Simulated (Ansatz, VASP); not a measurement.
# One calculation of VSi, two programs

```
CELL_PARAMETERS angstrom
2.95051 0.00000 0.00000
0.00000 2.95051 0.00000
0.00000 0.00000 2.95051
ATOMIC_POSITIONS crystal
V 0.50000 0.50000 0.50000
Si 0.00000 0.00000 0.00000
```

Alike in both runs: functional r2SCAN; k mesh 8 × 8 × 8; occupations gaussian, width 0.1 eV; no spin polarisation.

Ansatz relaxed the structure, and its values are those at the end. VASP's run is a single point on that final structure, the one shown.

|  | VASP | Ansatz |
| --- | --- | --- |
| version | VASP 6.6.1 | Ansatz 0.2.0 |
| potentials or method | VASP PAW PBE potentials, release 64 (V_sv, Si), cutoff 520 eV | scalar-relativistic, plane waves, PAW |
| valence electrons in the cell | 17 | 17 |

VASP gave:

| Item | Value |
| --- | --- |
| gap on the k mesh at the Fermi level (eV) | none |
| pressure (GPa) | 0.6 |

Task: Estimate Ansatz's values.

Result: gap on the k mesh at the Fermi level (eV): none; pressure (GPa): 0.3.

VASP's potentials were made for PBE, not for r2SCAN. A gap of «none» marks a metal or a gap that the smearing closes. The functional is the same, so the differences come from potentials, cutoffs and numerics.
